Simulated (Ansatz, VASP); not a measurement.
# SnS2: VASP beside Ansatz

The input INCAR:

```
SYSTEM = SnS2
ALGO     = Normal         ! electronic algorithm
EDIFF    = 1E-6           ! SCF threshold, eV
ENCUT    = 500            ! plane-wave cutoff, eV
GGA      = RE             ! functional
GGA_COMPAT= .FALSE.      
ISIF     = 2              ! what is computed and relaxed
ISMEAR   = -1             ! smearing method
LASPH    = .TRUE.         ! aspherical terms in the spheres
LCHARG   = .TRUE.         ! write CHGCAR
LELF     = .TRUE.         ! ELF
LREAL    = .FALSE.        ! projectors in reciprocal space
LVHAR    = .TRUE.       
LWAVE    = .FALSE.        ! write WAVECAR
NBANDS   = 20             ! bands
NELM     = 120            ! most SCF steps
PREC     = Accurate       ! precision mode
SIGMA    = 0.02           ! smearing width, eV
```

File KPOINTS:

```
k-points
0
G
  6 6 3
  0 0 0
```

File POSCAR:

```
SnS2
1.0
    3.6935850000      0.0000000000      0.0000000000
   -1.8467925000      3.1987379900      0.0000000000
    0.0000000000      0.0000000000      5.6958431411
Sn S
1 2
Direct
    0.0000000000      0.0000000000      0.0000000000
    0.3333333333      0.6666666667      0.2500000000
    0.6666666667      0.3333333333      0.7500000000
```

Input for Ansatz:

```yaml
crystal:
  lattice:
    - [3.6935849999999992, 0.0, 0.0]
    - [-1.8467924999999996, 3.1987379899999997, 0.0]
    - [0.0, 0.0, 5.69584314106142]
  atoms:
    - { symbol: Sn, position: [0.0, 0.0, 0.0] }
    - { symbol: S, position: [0.3333333333333333, 0.6666666666666666, 0.25] }
    - { symbol: S, position: [0.6666666666666666, 0.3333333333333333, 0.75] }
accuracy: low
basis:
  ecutwfc: 530.0
kpoints:
  mp_grid:
    grid: [6, 6, 3]
hamiltonian:
  xc: revpbe
scf:
  lower_state_search: standard
  mixing:
    algorithm: anderson
  occupations:
    method: fermi_dirac
    width: 0.02
output:
  stress: true
```

Alike in both runs: task single point; functional revPBE; k mesh 6 × 6 × 3; occupations fermi-dirac, width 0.02 eV; no spin polarisation.

|  | VASP | Ansatz |
| --- | --- | --- |
| version | VASP 6.6.1 | Ansatz 0.2.0 |
| potentials or method | VASP PAW PBE potentials, release 64 (Sn_d, S), cutoff 500 eV | plane waves, PAW |
| valence electrons in the cell | 26 | 26 |

Ansatz gave:

```
pressure (GPa)                                                : 5.5
traceless stress, the component that is largest in VASP (GPa) : 1.82
```

Task: What did VASP give for the same quantities?

Result: Pressure (GPa): 5.4; traceless stress, the component that is largest in VASP (GPa): 1.87.

VASP's potentials were made for PBE, not for revPBE.
